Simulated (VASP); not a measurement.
# W3S8 (a cell with a defect): single point with PBE

W3S8 (a cell with a defect):

```
CELL_PARAMETERS angstrom
3.18775 -5.52134 0.00000
6.37549 0.00000 0.00000
3.18775 -1.84045 7.47445
ATOMIC_POSITIONS crystal
W 0.99119 0.01556 0.00206
W 0.51556 0.49119 0.00206
W 0.99119 0.49119 0.00206
S 0.09892 0.59892 0.20323
S 0.59555 0.59682 0.21208
S 0.09682 0.09555 0.21208
S 0.59555 0.09555 0.21208
S 0.23303 0.73303 0.80091
S 0.73565 0.73677 0.79193
S 0.23677 0.23565 0.79193
S 0.73565 0.23565 0.79193
```

This cell differs from its parent crystal: atoms taken out, then relaxed in part.

* Program: VASP 6.6.1
* Task: single point
* Functional: PBE
* Potentials or basis: VASP PAW PBE potentials, release 64 (W_sv, S)
* Cutoff: 520 eV
* k mesh: 3 × 3 × 3
* Occupations: gaussian, width 0.01 eV
* Spin: collinear spin
* Starting moments: [0.0, 0.0, 0.0, 0.0, 0.167, 0.167, 0.167, 0.0, 0.167, 0.167, 0.167] μB

The largest force is 0.010 eV/Å. The net moment is 0.78 μB per cell, the site moments are W +0.01; S +0.00, +0.08 (each value once) μB and the valence electrons inside the program's atomic spheres are W 12.00; S 3.73, 3.71 (each value once).

Forces on the atoms (eV/Å):
```
W    0.008  0.005  0.001
W    0.000 -0.010  0.001
W   -0.008  0.005  0.001
S    0.000  0.000 -0.005
S   -0.005 -0.003 -0.008
S    0.000  0.006 -0.008
S    0.005 -0.003 -0.008
S    0.000  0.000  0.005
S   -0.005 -0.003  0.006
S    0.000  0.006  0.006
S    0.005 -0.003  0.006
```

Levels at points of the mesh, in eV from the Fermi level:
Spin up:
```tsv
k point	band 42	band 43	band 44	band 45	band 46	band 47	band 48	band 49	band 50	band 51
(0.00, 0.00, 0.00)	-1.29	-1.28	-0.62	-0.62	0.07	0.07	0.64	2.06	2.53	2.53
```
Spin down:
```csv
k point,band 42,band 43,band 44,band 45,band 46,band 47,band 48,band 49
"(0.00, 0.00, 0.00)",-1.13,-1.13,-0.60,-0.60,0.30,0.30,0.71,2.08
```

Wall time 2.4 min on 1 thread of Intel(R) Xeon(R) 6975P-C (Granite Rapids), on a shared host, peak memory 0.54 GiB.

Caveat: the k points lie up to 0.39 Å⁻¹ apart; the cell carries a net charge on a neutralising background, which shifts energy and pressure; the cell differs from its parent crystal (atoms taken out, then relaxed in part); the cell is charged against a uniform background, so pressure and absolute levels hang on convention; spin-orbit coupling is left out, which moves the levels of the heavy elements.
